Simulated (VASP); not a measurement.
# MoS2 (C2/m) in VASP: single point with PBEsol+D3(BJ)

Aim: the single point of MoS2 with PBEsol+D3(BJ).

Program: VASP 6.6.1. These are calculated values, not measurements. Logs are shortened: lines on timing, memory, paths and dates and some standing lists are left out, and cuts for length are marked.

## (1) The cell of the first run

The structure is monoclinic, space group C2/m (No. 12). Conventional cell: a = 4.961 Å, b = 3.080 Å, c = 6.028 Å, α = 90.00°, β = 105.92°, γ = 90.00°. Mo (site symmetry 2/m) has 6 S at 2.26 to 2.40 Å and 6 Mo at 2.92 to 3.08 Å within 3.1 Å. S (site symmetry m) has 3 Mo at 2.26 to 2.40 Å and 9 S at 2.92 to 3.15 Å within 3.2 Å.

## (2) Single point, PBEsol+D3(BJ) (atoms displaced along a vibrational mode, the cell strained)

File INCAR:

```
  PREC = Accurate
  ENCUT = 520
  EDIFF = 1E-7
  ISMEAR = 0
  SIGMA = 0.15
  LREAL = F
  LASPH = T
  NELM = 80
  ALGO = Normal
  ISIF = 2
  LWAVE = F
  LCHARG = F
  GGA = PS
  IVDW = 12
  NBANDS = 20
```

File KPOINTS:

```
Automatic mesh
0
Gamma
  15 15 15
```

File POSCAR:

```
MoS2
1.0
    1.5399048573      0.8268299700      5.7970502989
   -1.5399048573      0.8268299700      5.7970502989
    0.0000000000     -1.6536599400      5.7970502989
Mo S
1 2
Direct
    0.0000000000      0.0000000000      0.0000000000
    0.7715065927      0.7715065927      0.7346701195
    0.2284934073      0.2284934073      0.2653298805
```

Potentials or basis: VASP PAW PBE potentials, release 64 (Mo_sv, S).

Run with:

```
cat potpaw_PBE.64/Mo_sv/POTCAR potpaw_PBE.64/S/POTCAR > POTCAR
mpirun -np 1 vasp_std > vasp.out
```

OUTCAR:

```text
PREC = Accurate
   ENCUT = 520
   EDIFF = 1E-7
   ISMEAR = 0
   LREAL = F
   LASPH = T
   NELM = 80
   ISIF = 2
   GGA = PS
   IVDW = 12
 IVDW          = 12

 ion  position               nearest neighbor table
   1  0.000  0.000  0.000-   2 2.26   3 2.26   2 2.40   2 2.40   3 2.40   3 2.40
   2  0.772  0.772  0.735-   1 2.26   1 2.40   1 2.40
   3  0.228  0.228  0.265-   1 2.26   1 2.40   1 2.40

  LATTYP: Found a base centered monoclinic cell.
 ALAT       =     4.9609798200
 B/A-ratio  =     0.6208067411
 C/A-ratio  =     1.2151427269
 COS(beta)  =    -0.2743161984

  Lattice vectors:

 A1 = (   1.5399048573,   2.4804899100,   0.0000000000)
 A2 = (  -1.5399048573,   2.4804899100,   0.0000000000)
 A3 = (   0.0000000000,  -1.6536599400,   5.7970502989)

Analysis of symmetry for initial positions (statically):
=====================================================================
 Subroutine PRICEL returns:
 Original cell was already a primitive cell.

 Routine SETGRP: Setting up the symmetry group for a
 base centered monoclinic supercell.

 Subroutine GETGRP returns: Found  4 space group operations
 (whereof  4 operations were pure point group operations)
 out of a pool of  4 trial point group operations.

The static configuration has the point symmetry C_2h.

Analysis of symmetry for dynamics (positions and initial velocities):
=====================================================================
 Subroutine PRICEL returns:
 Original cell was already a primitive cell.

 Routine SETGRP: Setting up the symmetry group for a
 base centered monoclinic supercell.

 Subroutine GETGRP returns: Found  4 space group operations
 (whereof  4 operations were pure point group operations)
 out of a pool of  4 trial point group operations.

The dynamic configuration has the point symmetry C_2h.

 Subroutine INISYM returns: Found  4 space group operations
 (whereof  4 operations are pure point group operations),
 and found     1 'primitive' translations

----------------------------------------------------------------------------------------

                                     Primitive cell

  volume of cell :      44.2862

  direct lattice vectors                    reciprocal lattice vectors
     1.539904857  0.826829970  5.797050299     0.324695385  0.201573084  0.057500507
    -1.539904857  0.826829970  5.797050299    -0.324695385  0.201573084  0.057500507
     0.000000000 -1.653659940  5.797050299     0.000000000 -0.403146167  0.057500507

  length of vectors
     6.054811883  6.054811883  6.028298546     0.386477825  0.386477825  0.407226154

  position of ions in fractional coordinates (direct lattice)
     0.000000000  0.000000000  0.000000000
     0.771506593  0.771506593  0.734670120
     0.228493407  0.228493407  0.265329880

  ion indices of the primitive-cell ions
   primitive index   ion index
                 1           1
                 2           2
                 3           3

----------------------------------------------------------------------------------------

 KPOINTS: Automatic mesh

Automatic generation of k-mesh.
 Grid dimensions read from file:
 generate k-points for:   15   15   15

 Generating k-lattice:

  Cartesian coordinates                     Fractional coordinates (reciprocal lattice)
     0.021646359  0.013438206  0.003833367     0.066666667  0.000000000  0.000000000
    -0.021646359  0.013438206  0.003833367     0.000000000  0.066666667  0.000000000
     0.000000000 -0.026876411  0.003833367     0.000000000  0.000000000  0.066666667

  Length of vectors
     0.025765188  0.025765188  0.027148410

  Shift w.r.t. Gamma in fractional coordinates (k-lattice)
     0.000000000  0.000000000  0.000000000

 Subroutine IBZKPT returns following result:
 ===========================================

 Found    904 irreducible k-points:

 Following reciprocal coordinates:
            Coordinates               Weight
  0.000000  0.000000  0.000000      1.000000
  0.066667 -0.000000 -0.000000      4.000000
  0.133333  0.000000  0.000000      4.000000
  0.200000 -0.000000  0.000000      4.000000
  0.266667  0.000000  0.000000      4.000000
  0.333333 -0.000000 -0.000000      4.000000
[... 16 lines left out ...]
  0.133333  0.133333 -0.000000      2.000000
  0.200000  0.133333 -0.000000      4.000000
 [... further k-points ...]
   k-points           NKPTS =    904   k-points in BZ     NKDIM =    904   number of bands    NBANDS=     20
   number of dos      NEDOS =    301   number of ions     NIONS =      3
   total plane-waves  NPLWV = 110592
   dimension x,y,z NGX =    48 NGY =   48 NGZ =   48
   dimension x,y,z NGXF=    96 NGYF=   96 NGZF=   96
   ions per type =               1   2
   NGX,Y,Z   is equivalent  to a cutoff of  13.18, 13.18, 13.24 a.u.
   NGXF,Y,Z  is equivalent  to a cutoff of  26.36, 26.36, 26.47 a.u.
 SYSTEM =  unknown system
   PREC   = accura    normal or accurate (medium, high low for compatibility)
   ISTART =      0    job   : 0-new  1-cont  2-samecut
   ICHARG =      2    charge: 1-file 2-atom 10-const
   ISPIN  =      1    spin polarized calculation?
   LNONCOLLINEAR =      F non collinear calculations
   LSORBIT =      F    spin-orbit coupling
   LASPH  =      T    aspherical Exc in radial PAW
   ENCUT  =  520.0 eV  38.22 Ry    6.18 a.u.  11.26 11.26 11.21*2*pi/ulx,y,z
   NELM   =     80;   NELMIN=  2; NELMDL= -5     # of ELM steps
   EDIFF  = 0.1E-06   stopping-criterion for ELM
   LREAL  =      F    real-space projection
   EDIFFG = 0.1E-05   stopping-criterion for IOM
   NSW    =      0    number of steps for IOM
   IBRION =     -1    ionic relax: 0-MD 1-quasi-New 2-CG
   NFREE  =      0    steps in history (QN), initial steepest desc. (CG)
   ISIF   =      2    stress and relaxation
   ISYM   =      2    0-nonsym 1-usesym 2-fastsym
   POTIM  = 0.5000    time-step for ionic-motion
   TEBEG  =    0.0;   TEEND  =   0.0 temperature during run
   PSTRESS=    0.0 pullay stress
   NELECT =      26.0000    total number of electrons
   NUPDOWN=      -1.0000    fix difference up-down
   EMIN   =  10.00;   EMAX   =-10.00  energy-range for DOS
   EFERMI =   0.00;   METHOD = LEGACY
   ISMEAR =     0;   SIGMA  =   0.15  broadening in eV -4-tet -1-fermi 0-gaus
   EFERMI_NEDOS =   21; number of points for ismear=-14 and -15
   IALGO  =     38    algorithm
   IMIX   =      4    mixing-type and parameters
     AMIX     =   0.40;   BMIX     =  1.00
     AMIX_MAG =   1.60;   BMIX_MAG =  1.00
  volume/ion in A,a.u.               =      14.76        99.62
  Fermi-wavevector in a.u.,A,eV,Ry     =   1.370808  2.590451 25.566888  1.879113
  Thomas-Fermi vector in A             =   2.496561
   LORBIT       =      0    0 simple, 1 ext, 2 COOP (PROOUT), +10 PAW based schemes
   GGA     = PS    functional components
   LHFCALC =     F    Hartree Fock is set to
   AEXX    =    0.0000 exact exchange contribution
   IVDW    =    12    specifies the selected vdW correction
   LEPSILON=     F    determine dielectric tensor
   LRPA    =     F    only Hartree local field effects (RPA)
 non-spin polarized calculation
 Gauss-broadening in eV      SIGMA  =   0.15
  energy-cutoff  :      520.00
  volume of cell :       44.29
 maximum number of plane-waves:      1215
 NGX is ok and might be reduce to    48
   NGX = 23   NGY = 23   NGZ = 23

 number of electron      26.0000000 magnetization

 Free energy of the ion-electron system (eV)
  ---------------------------------------------------
  ext. energy  EPLUGINS =         0.00000000
  ---------------------------------------------------
  free energy    TOTEN  =       -22.12982466 eV

  energy without entropy =      -22.12331744  energy(sigma->0) =      -22.12657105

 E-fermi :  10.1372     XC(G=0): -12.1196

 val. band max:       10.1368871544   @ k =  -0.3333  -0.4667   0.3333
 cond. band min:      10.1385471330   @ k =   0.4000   0.4000   0.4000
 fundamental gap:      0.0016599787
 Fermi energy:        10.1371838094

 k-point     1 :       0.0000    0.0000    0.0000
  band No.  band energies     occupation
      1     -51.2128      2.00000
      2     -25.5291      2.00000
      3     -25.0925      2.00000
      4     -25.0205      2.00000
      5      -5.9605      2.00000
      6      -3.7669      2.00000
[... 12 lines left out ...]
     19      18.6656      0.00000
     20      19.3868      0.00000

 k-point     2 :       0.0667   -0.0000   -0.0000
  band No.  band energies     occupation
      1     -51.2090      2.00000
      2     -25.5232      2.00000
      3     -25.1164      2.00000
      4     -25.0346      2.00000
      5      -5.8742      2.00000
      6      -3.7428      2.00000
[... 12 lines left out ...]
     19      18.8578      0.00000
     20      19.4014      0.00000

 k-point     3 :       0.1333    0.0000    0.0000
  band No.  band energies     occupation
      1     -51.1985      2.00000
      2     -25.5070      2.00000
      3     -25.1971      2.00000
      4     -25.0602      2.00000
      5      -5.6233      2.00000
      6      -3.6694      2.00000
[... 12 lines left out ...]
     19      18.9990      0.00000
     20      19.6997      0.00000

 k-point     4 :       0.2000   -0.0000    0.0000
  band No.  band energies     occupation
      1     -51.1829      2.00000
      2     -25.4870      2.00000
      3     -25.3210      2.00000
      4     -25.0867      2.00000
      5      -5.2327      2.00000
      6      -3.5429      2.00000
[... 12 lines left out ...]
     19      18.9709      0.00000
     20      20.2437      0.00000

 k-point     5 :       0.2667    0.0000    0.0000
  band No.  band energies     occupation
      1     -51.1649      2.00000
      2     -25.5122      2.00000
      3     -25.4154      2.00000
      4     -25.1136      2.00000
      5      -4.7532      2.00000
      6      -3.3519      2.00000
[... 12 lines left out ...]
     19      18.3684      0.00000
     20      20.6409      0.00000

 k-point     6 :       0.3333   -0.0000   -0.0000
  band No.  band energies     occupation
      1     -51.1477      2.00000
      2     -25.6340      2.00000
      3     -25.4063      2.00000
      4     -25.1379      2.00000
      5      -4.2802      2.00000
      6      -3.0681      2.00000
[... 12 lines left out ...]
     19      17.9063      0.00000
     20      19.1915      0.00000

 k-point     7 :       0.4000   -0.0000    0.0000
  band No.  band energies     occupation
      1     -51.1342      2.00000
      2     -25.7397      2.00000
      3     -25.3873      2.00000
      4     -25.1563      2.00000
      5      -3.9387      2.00000
      6      -2.6834      2.00000
[... 12 lines left out ...]
     19      17.4613      0.00000
     20      18.3040      0.00000
[... 277 lines left out ...]
 k-point    20 :      -0.2000    0.0667    0.0000
  band No.  band energies     occupation
      1     -51.1743      2.00000
      2     -25.4757      2.00000
      3     -25.3753      2.00000
      4     -25.1199      2.00000
      5      -4.9786      2.00000
      6      -3.4434      2.00000
[... 12 lines left out ...]
     19      18.8478      0.00000
     20      20.7337      0.00000

 k-point    21 :      -0.1333    0.0667    0.0000
  band No.  band energies     occupation
      1     -51.1907      2.00000
      2     -25.4941      2.00000
      3     -25.2562      2.00000
      4     -25.0838      2.00000
      5      -5.4133      2.00000
      6      -3.5906      2.00000
[... 12 lines left out ...]
     19      19.1811      0.00000
     20      19.9667      0.00000

 k-point    22 :      -0.0667    0.0667    0.0000
  band No.  band energies     occupation
      1     -51.2030      2.00000
      2     -25.5132      2.00000
      3     -25.1659      2.00000
      4     -25.0494      2.00000
      5      -5.7224      2.00000
      6      -3.6894      2.00000
[... 12 lines left out ...]
     19      18.9380      0.00000
     20      19.5504      0.00000

 k-point    23 :       0.1333    0.1333   -0.0000
  band No.  band energies     occupation
      1     -51.1940      2.00000
      2     -25.5019      2.00000
      3     -25.1601      2.00000
      4     -25.1315      2.00000
      5      -5.5475      2.00000
      6      -3.6975      2.00000
[... 12 lines left out ...]
     19      19.1506      0.00000
     20      20.0486      0.00000

 k-point    24 :       0.2000    0.1333   -0.0000
  band No.  band energies     occupation
      1     -51.1825      2.00000
      2     -25.4878      2.00000
      3     -25.2609      2.00000
      4     -25.1376      2.00000
      5      -5.2712      2.00000
      6      -3.6341      2.00000
[... 12 lines left out ...]
     19      18.9663      0.00000
     20      20.0735      0.00000

 [... further k-points ...]

------------------------ aborting loop because EDIFF is reached ----------------------------------------

 Edisp (eV)   -1.34040

 E8    (eV) :    -0.8426

  FORCE on cell =-STRESS in cart. coord.  units (eV):
  Direction    XX          YY          ZZ          XY          YZ          ZX
  --------------------------------------------------------------------------------------
  -------------------------------------------------------------------------------------
  Total       0.42290     8.85971     3.74832     0.00000    -3.61839     0.00000
  in kB      15.29961   320.52467   135.60596     0.00000  -130.90524     0.00000
  external pressure =      157.14 kB  Pullay stress =        0.00 kB

 VOLUME and BASIS-vectors are now :
 -----------------------------------------------------------------------------
  energy-cutoff  :      520.00
  volume of cell :       44.29
      direct lattice vectors                 reciprocal lattice vectors
     1.539904857  0.826829970  5.797050299     0.324695385  0.201573084  0.057500507
    -1.539904857  0.826829970  5.797050299    -0.324695385  0.201573084  0.057500507
     0.000000000 -1.653659940  5.797050299     0.000000000 -0.403146167  0.057500507

 POSITION                                       TOTAL-FORCE (eV/Angst)
 -----------------------------------------------------------------------------------
      0.00000      0.00000      0.00000         0.000000      0.000000     -0.000000
      0.00000      0.06092     13.20384         0.000000     -1.199485      1.113342
      0.00000     -0.06092      4.18731         0.000000      1.199485     -1.113342
 -----------------------------------------------------------------------------------
    total drift:                                0.000000     -0.000000     -0.000000

  FREE ENERGIE OF THE ION-ELECTRON SYSTEM (eV)
  ---------------------------------------------------
  free  energy   TOTEN  =       -23.4702198266 eV

  energy  without entropy=      -23.4637126094  energy(sigma->0) =      -23.46696622
```

Run time: 64 min. Hardware: 1 thread of Oxide Virtual Turin-like, shared host; peak memory 0.85 GiB.

What came out:

```yaml
Free_energy: -23.4702 eV
Pressure: 15.7 GPa
Largest_force: 1.637 eV/Å
Band_gap_on_the_k_mesh: zero (bands 13 and 14 overlap by 0.51 eV)
Dispersion_energy_per_atom: -0.447 eV
```

Forces in eV/Å, atoms in the order of the input:
```
Mo   0.000  0.000  0.000
S    0.000 -1.199  1.113
S    0.000  1.199 -1.113
```

Caveat: the cell differs from its parent crystal (atoms displaced along a vibrational mode, the cell strained); the stress differs along the axes, from 2 to 32 GPa; the PAW data sets were made with another functional, which shifts forces and pressure a little.
